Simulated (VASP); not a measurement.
Wanted: the native input for a VASP 6.6.1 run.

```yaml
Task: single point
Functional: LDA
Potentials_or_basis: VASP PAW LDA potentials, release 64 (Ru_pv, Al)
Cutoff: 520 eV
k_mesh: 14 × 14 × 14
Occupations: fermi-dirac, width 0.05 eV
Spin: no spin polarisation
Dipole_correction: no
Further_INCAR_settings: ALGO = Normal; EDIFF = 1e-06; NBANDS = 16
```

The structure of AlRu (rocksalt type) lies in POSCAR:

```
AlRu
1.0
    0.0000000000      2.3429015214      2.3429015214
    2.3429015214      0.0000000000      2.3429015214
    2.3429015214      2.3429015214      0.0000000000
Ru Al
1 1
Direct
    0.0000000000      0.0000000000      0.0000000000
    0.5000000000      0.5000000000      0.5000000000
```

This cell differs from its parent crystal: volume scaled by 0.88.

The input as run:

INCAR

```
ALGO = Normal ; EDIFF = 1E-6
ENCUT = 520 ; ISIF = 2
ISMEAR = -1 ; LASPH = True
LCHARG = False ; LREAL = False
LWAVE = False ; NBANDS = 16
NELM = 80 ; PREC = Accurate
SIGMA = 0.05
```

KPOINTS

```
k-points
0
Gamma
  14 14 14
```

Potentials or basis: VASP PAW LDA potentials, release 64 (Ru_pv, Al).

Command:

```console
$ cat potpaw_LDA.64/Ru_pv/POTCAR potpaw_LDA.64/Al/POTCAR > POTCAR
$ mpirun -np 1 vasp_std > vasp.out
```

It gave:

```
Pressure : 28.5 GPa
```

Run time: 76 s on 1 thread of Intel Xeon 8259CL (shared host), peak memory 0.17 GiB.
